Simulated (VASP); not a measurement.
A run of VASP 6.6.1 is set up as follows.

File INCAR:

```
SYSTEM = K2H3Au
PREC = Accurate
ENCUT = 520
EDIFF = 1E-6
ISMEAR = -1
SIGMA = 0.03
LREAL = .FALSE.
LASPH = .TRUE.
NELM = 100
ALGO = Normal
ISIF = 2
LWAVE = .FALSE.
LCHARG = .TRUE.
GGA = PS
LELF = .TRUE.
LVHAR = .TRUE.
NBANDS = 25
```

Contents of KPOINTS:

```
regular mesh
0
G
  6 6 4
  0 0 0
```

File POSCAR:

```
K2H3Au
1.0
    3.5531395235      0.0000000000      0.0000000000
    0.0000000000      3.2862273948      0.0000000000
    0.0000000000      0.0000000000      8.9364008666
K H Au
2 3 1
Direct
    0.0000000000      0.0000000000     -0.0085046285
    0.0000000000      0.5000000000      0.6098836158
    0.5000000000      0.5000000000      0.8465655855
    0.5000000000      0.5000000000      0.2229711202
    0.5000000000      0.0000000000      0.5107837844
    0.5000000000      0.0000000000      0.3183005126
```

Potentials or basis: VASP PAW PBE potentials, release 64 (K_sv, H, Au).

Launch:

```console
$ cat potpaw_PBE.64/K_sv/POTCAR potpaw_PBE.64/H/POTCAR potpaw_PBE.64/Au/POTCAR > POTCAR
$ mpirun -np 1 vasp_std > vasp.out
```

**Question.** Estimate the band gap on the k mesh.

**Answer.** 0.58 eV, indirect (least direct gap 1.48 eV).

**Question.** Predict the pressure.

**Answer.** 0.0 GPa.

Forces in eV/Å, atoms in the order of the input:
```
K    0.000  0.000  0.000
K    0.000  0.000 -0.001
H    0.000  0.000  0.002
H    0.000  0.000  0.004
H    0.000  0.000 -0.005
Au   0.000  0.000  0.000
```

Caveat: the PAW data sets were made with another functional, which shifts forces and pressure a little; spin-orbit coupling is left out, which moves the levels of the heavy elements. A k mesh can miss the band edges.
